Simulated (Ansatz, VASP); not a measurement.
**BeTe: VASP beside Ansatz**

Contents of INCAR:

```
PREC = Accurate
ENCUT = 600
EDIFF = 1E-6
ISMEAR = 0
SIGMA = 0.05
LREAL = F
LASPH = T
NELM = 120
ALGO = Normal
ISIF = 2
LWAVE = F
LCHARG = F
GGA = PE
IVDW = 12
NBANDS = 11
GGA_COMPAT = F
```

File KPOINTS:

```
Automatic mesh
0
Gamma
  8 8 8
```

The input POSCAR:

```
BeTe
1.0
    0.0000000000      2.7787967715      2.7787967715
    2.7787967715      0.0000000000      2.7787967715
    2.7787967715      2.7787967715      0.0000000000
Be Te
1 1
Direct
    0.0000000000      0.0000000000      0.0000000000
    0.7500000000      0.7500000000      0.7500000000
```

Input for Ansatz:

```yaml
crystal:
  lattice:
    - [0.0, 2.7787967715, 2.7787967715]
    - [2.7787967715, 0.0, 2.7787967715]
    - [2.7787967715, 2.7787967715, 0.0]
  atoms:
    - { symbol: Be, position: [0.0, 0.0, 0.0] }
    - { symbol: Te, position: [0.75, 0.75, 0.75] }
basis:
  ecutwfc: 420
  ecutrho_ratio: 4
kpoints:
  mp_grid: { grid: [8, 8, 8] }
hamiltonian:
  xc: pbe
  dispersion: d3bj
scf:
  occupations: { method: gaussian, width: 0.05 }
output:
  forces: true
  stress: true
  eigenvalues: true
```

Alike in both runs: task single point; functional PBE; dispersion D3(BJ); k mesh 8 × 8 × 8; occupations gaussian, width 0.05 eV; no spin polarisation.

|  | VASP | Ansatz |
| --- | --- | --- |
| version | VASP 6.6.1 | Ansatz 0.2.0 |
| potentials or method | VASP PAW PBE potentials, release 64 (Be, Te), cutoff 600 eV | scalar-relativistic, plane waves, PAW |
| valence electrons in the cell | 8 | 18 |

```csv
,VASP,Ansatz,Ansatz less VASP
gap on the k mesh at the Fermi level (eV),1.87,1.89,+0.016
least direct gap on the mesh (eV),3.57,3.59,+0.021
pressure (GPa),1.0,0.8,-0.17
```

VASP's potentials hold 8 valence electrons a cell and Ansatz's 18, so a difference there can come from the potentials and not from the codes.

Spin-orbit coupling is off throughout.
